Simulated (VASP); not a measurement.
Write the native input for VASP 6.6.1 that does the following.

| Item | Value |
| --- | --- |
| Task | single point |
| Functional | PBE |
| Potentials or basis | VASP PAW PBE potentials, release 64 (Re) |
| Cutoff | 520 eV |
| k mesh | 18 × 18 × 10 |
| Occupations | gaussian, width 0.1 eV |
| Spin | no spin polarisation |
| Dipole correction | no |
| Further INCAR settings | ALGO = Normal; EDIFF = 1e-07; NBANDS = 14 |

The structure of Re lies in POSCAR:

```
Re
1.0
    2.7748870812      0.0000000000      0.0000000000
   -1.3874435406      2.4031227049      0.0000000000
    0.0000000000      0.0000000000      4.4841279421
Re
2
Direct
    0.3333333333      0.6666666667      0.2500000000
    0.6666666667      0.3333333333      0.7500000000
```

One way to write it, as run:

INCAR

```
PREC = Accurate
ENCUT = 520
EDIFF = 1E-7
ISMEAR = 0
SIGMA = 0.1
LREAL = F
LASPH = T
NELM = 80
ALGO = Normal
ISIF = 2
LWAVE = F
LCHARG = F
GGA = PE
NBANDS = 14
```

KPOINTS

```
regular mesh
0
Gamma
  18 18 10
```

Potentials or basis: VASP PAW PBE potentials, release 64 (Re).

Run with:

```sh
$ cat potpaw_PBE.64/Re/POTCAR > POTCAR
$ mpirun -np 1 vasp_std > vasp.out
```

It gave:

```
Pressure               : -0.5 GPa
Band gap on the k mesh : zero (band 7 reaches 9.10 eV, above the bottom of band 8 at 6.03 eV)
```

Caveat: spin-orbit coupling is left out, which moves the levels of the heavy elements.

Run time: 62 s on 1 thread of Intel(R) Xeon(R) Platinum 8375C CPU @ 2.90GHz (Ice Lake), with other jobs on the host, peak memory 0.22 GiB.
